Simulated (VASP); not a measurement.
## V: single point with PBE

V:

```
CELL_PARAMETERS angstrom
1.43046 0.82588 1.94625
-1.43046 0.82588 1.94625
0.00000 -1.65176 1.94625
ATOMIC_POSITIONS crystal
V 0.50000 0.50000 0.50000
```

```
Program                : VASP 6.6.1
Task                   : single point
Functional             : PBE
Potentials or basis    : VASP PAW PBE potentials, release 64 (V_sv)
Cutoff                 : 520 eV
k mesh                 : 9 × 9 × 9
Occupations            : gaussian, width 0.1 eV
Spin                   : no spin polarisation
Dipole correction      : no
Further INCAR settings : ALGO = Fast; EDIFF = 1e-06; NBANDS = 12
```

```
Pressure               : 0.3 GPa
Band gap on the k mesh : zero (an odd number of electrons rules out a gap without spin polarisation)
```

Stress tensor (GPa, compression positive):
```
0.42 0.00 0.00
0.00 0.42 0.00
0.00 0.00 0.10
```

Levels at points of the mesh, in eV from the Fermi level:
```
           k point  band 4  band 5  band 6  band 7  band 8  band 9
(0.00, 0.00, 0.00)  -36.95   -6.69   -0.55   -0.55    1.79    2.42
```

Run time: 16 s on 1 thread of AMD EPYC 7R13, on a shared host, peak memory 0.1 GiB.
